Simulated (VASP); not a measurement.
A run of VASP 6.6.1 is set up as follows.

INCAR

```
SYSTEM = Ru
  PREC = Accurate
  ENCUT = 600
  EDIFF = 1E-6
  ISMEAR = 0
  SIGMA = 0.1
  LREAL = .FALSE.
  LASPH = .TRUE.
  NELM = 60
  ALGO = Fast
  ISIF = 4
  LWAVE = .FALSE.
  LCHARG = .FALSE.
  GGA = PE
  IBRION = 2
  NSW = 50
  EDIFFG = -0.01
```

Contents of KPOINTS:

```
regular mesh
0
G
  18 18 10
  0 0 0
```

File POSCAR:

```
Ru
1.0
    2.7746911700      0.0000000000      0.0000000000
   -1.3873455850      2.4029530409      0.0000000000
    0.0000000000      0.0000000000      4.3768779652
Ru
2
Direct
    0.3333333333      0.6666666667      0.2500000000
    0.6666666667      0.3333333333      0.7500000000
```

Potentials or basis: VASP PAW PBE potentials, release 64 (Ru_pv).

Run with:

```bash
$ cat potpaw_PBE.64/Ru_pv/POTCAR > POTCAR
$ mpirun -np 1 vasp_std > vasp.out
```

(1) Estimate the band gap on the k mesh.

Answers

(1) zero (band 14 reaches 12.91 eV, above the bottom of band 15 at 10.10 eV).
